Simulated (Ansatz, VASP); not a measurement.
## CdAg2 in VASP and in Ansatz

Contents of POSCAR:

```
CdAg2
1.0
    0.0000000000      3.9307167436      3.9307167436
    3.9307167436      0.0000000000      3.9307167436
    3.9307167436      3.9307167436      0.0000000000
Cd Ag
2 4
Direct
    0.0000000000      0.0000000000      0.0000000000
    0.2500000000      0.2500000000      0.2500000000
    0.6250000000      0.6250000000      0.6250000000
    0.1250000000      0.6250000000      0.6250000000
    0.6250000000      0.6250000000      0.1250000000
    0.6250000000      0.1250000000      0.6250000000
```

The input INCAR.step1:

```
SYSTEM = CdAg2
PREC = Accurate ; ENCUT = 520
ISMEAR = 0 ; SIGMA = 0.1
LREAL = .FALSE. ; LASPH = .TRUE.
NELM = 80 ; NBANDS = 43
GGA = PE ; ALGO = Normal
EDIFF = 1E-4 ; LWAVE = .TRUE.
LCHARG = .FALSE.
```

INCAR.step2

```
SYSTEM = CdAg2
PREC = Accurate ; ENCUT = 520
EDIFF = 1E-6 ; ISMEAR = 0
SIGMA = 0.1 ; LREAL = .FALSE.
LASPH = .TRUE. ; NELM = 80
ALGO = Normal ; ISIF = 2
LWAVE = .FALSE. ; LCHARG = .FALSE.
METAGGA = R2SCAN ; LMIXTAU = .TRUE.
NBANDS = 43 ; ISTART = 1
```

Contents of KPOINTS:

```
regular mesh
0
G
  8 8 8
  0 0 0
```

Input for Ansatz:

```yaml
crystal:
  lattice:
    - [0.0, 3.9307167436, 3.9307167436]
    - [3.9307167436, 0.0, 3.9307167436]
    - [3.9307167436, 3.9307167436, 0.0]
  atoms:
    - { symbol: Cd, position: [0.0, 0.0, 0.0] }
    - { symbol: Cd, position: [0.25, 0.25, 0.25] }
    - { symbol: Ag, position: [0.625, 0.625, 0.625] }
    - { symbol: Ag, position: [0.125, 0.625, 0.625] }
    - { symbol: Ag, position: [0.625, 0.625, 0.125] }
    - { symbol: Ag, position: [0.625, 0.125, 0.625] }
basis:
  ecutwfc: 500
kpoints:
  mp_grid: { grid: [8, 8, 8] }
  band_path:
    path:
      - [[0.0, 0.0, 0.0], [0.5, 0.0, 0.5], [0.625, 0.25, 0.625]]
      - [[0.375, 0.375, 0.75], [0.0, 0.0, 0.0], [0.5, 0.5, 0.5], [0.5, 0.25, 0.75], [0.5, 0.0, 0.5]]
    npoints: 14
hamiltonian:
  xc: r2scan
scf:
  occupations: { method: gaussian, width: 0.1 }
  n_extra_bands: 15
output:
  forces: true
  stress: true
  eigenvalues: true
  populations: true
  dos: { projected: true, de: 0.02, nscf_kmesh: { grid: [10, 10, 10] } }
  bader: true
  write_density: true
  write_potential: true
  elf: true
  volumetric_format: npy
```

Alike in both runs: task single point; functional r2SCAN; k mesh 8 × 8 × 8; occupations gaussian, width 0.1 eV; no spin polarisation.

```csv
,VASP,Ansatz
version,VASP 6.6.1,Ansatz 0.2.0
potentials or method,"VASP PAW PBE potentials, release 64 (Cd, Ag), cutoff 520 eV","scalar-relativistic, plane waves, PAW"
valence electrons in the cell,68,116
```

Ansatz gave:

```
gap on the k mesh at the Fermi level (eV) : none
pressure (GPa)                            : -2.6
```

Question: What did VASP give for the same quantities?

Answer: gap on the k mesh at the Fermi level (eV): none; pressure (GPa): -2.5.

VASP's potentials were made for PBE, not for r2SCAN. A gap of «none» marks a metal or a gap that the smearing closes. VASP's potentials hold 68 valence electrons a cell and Ansatz's 116, so a difference there can come from the potentials and not from the codes.
